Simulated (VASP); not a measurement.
Runs of VASP 6.6.1 on KI. It takes space group Pm-3m (No. 221, cubic). Conventional cell: a = 4.291 Å, b = 4.291 Å, c = 4.291 Å, α = 90.00°, β = 90.00°, γ = 90.00°. I (site symmetry m-3m) has 8 K at 3.72 Å and 6 I at 4.29 Å within 4.9 Å. K (site symmetry m-3m) has 8 I at 3.72 Å and 6 K at 4.29 Å within 4.9 Å. 

| level | k mesh | smearing | grid for exact exchange (PRECFOCK) | share of exact exchange | screening parameter | gap on the mesh (eV) | pressure (GPa) |
| --- | --- | --- | --- | --- | --- | --- | --- |
| PBEsol | 6 × 6 × 6 | fermi-dirac 0.1 eV | - | - | - | (b) | -0.6 |
| PBE | 6 × 6 × 6 | gaussian 0.05 eV | - | - | - | 3.33 | 0.5 |
| PBE | 6 × 6 × 6 | fermi-dirac 0.05 eV | - | - | - | 3.33 | 0.5 |
| PBE-based screened hybrid | 3 × 3 × 3 | fermi-dirac 0.05 eV | Normal | 0.5 | 0.2 1/Å | 5.53 | (a) |
| PBE+D4 | 6 × 6 × 6 | fermi-dirac 0.05 eV | - | - | - | 3.33 | -0.2 |
| PBE-based screened hybrid | 3 × 3 × 3 | fermi-dirac 0.05 eV | Normal | 0.4 | 0.2 1/Å | 5.10 | 0.3 |

Alike in all rows: task single point; potentials or basis VASP PAW PBE potentials, release 64 (I, K_sv); no spin polarisation; cell as given; cutoff (eV) 520.

**Question.** Estimate the missing entries.

**Answer.** (a) 0.2; (b) 3.18.

Caveats: some runs use coarse meshes; spin-orbit coupling is left out, which moves the levels of the heavy elements; the PAW data sets were made with another functional, which shifts forces and pressure a little (some runs).

A k mesh can miss the band edges, and the runs leave out spin-orbit coupling on I.
